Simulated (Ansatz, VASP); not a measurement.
# MgO: VASP beside Ansatz

```
CELL_PARAMETERS angstrom
0.00000 2.07375 2.07375
2.07375 0.00000 2.07375
2.07375 2.07375 0.00000
ATOMIC_POSITIONS crystal
Mg 0.00000 0.00000 0.00000
O 0.50000 0.50000 0.50000
```

Change from the starting cell: strain -0.025 along x and y, -0.025 along z, atoms carried along.

Alike in both runs: task single point; functional PBE; k mesh 10 × 10 × 10; occupations gaussian, width 0.05 eV; no spin polarisation.

|  | VASP | Ansatz |
| --- | --- | --- |
| version | VASP 6.6.1 | Ansatz 0.2.0 |
| potentials or method | VASP PAW PBE potentials, release 64 (Mg, O), cutoff 520 eV | scalar-relativistic, plane waves, PAW |
| valence electrons in the cell | 8 | 16 |

```csv
,VASP,Ansatz,Ansatz less VASP
gap on the k mesh at the Fermi level (eV),5.19,5.21,+0.015
least direct gap on the mesh (eV),5.19,5.21,+0.015
pressure (GPa),12.5,13.2,+0.70
```

With one functional, cell and mesh, what is left measures potentials, basis and numerics. VASP's potentials hold 8 valence electrons a cell and Ansatz's 16, so a difference there can come from the potentials and not from the codes.
